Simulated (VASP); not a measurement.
A run of VASP 6.6.1 is set up as follows.

INCAR

```
PREC = Accurate
ENCUT = 520
EDIFF = 1E-6
ISMEAR = -1
SIGMA = 0.05
LREAL = F
LASPH = T
NELM = 80
ALGO = Normal
ISIF = 2
LWAVE = F
LCHARG = F
GGA = PS
NBANDS = 16
```

The input KPOINTS:

```
Automatic mesh
0
Gamma
  12 12 12
```

POSCAR

```
GaP
1.0
    0.0000000000      2.6057693262      2.6057693262
    2.6057693262      0.0000000000      2.6057693262
    2.6057693262      2.6057693262      0.0000000000
Ga P
1 1
Direct
    0.0000000000      0.0000000000      0.0000000000
    0.2500000000      0.2500000000      0.2500000000
```

Potentials or basis: VASP PAW PBE potentials, release 64 (Ga_d, P).

Command:

```console
$ cat potpaw_PBE.64/Ga_d/POTCAR potpaw_PBE.64/P/POTCAR > POTCAR
$ mpirun -np 1 vasp_std > vasp.out
```

(1) Estimate the pressure.

(2) Predict the band gap on the k mesh.

Answers

(1) 14.2 GPa.

(2) 1.20 eV (least direct gap 2.88 eV).

Caveat: the cell stands under pressure; the PAW data sets were made with another functional, which shifts forces and pressure a little.
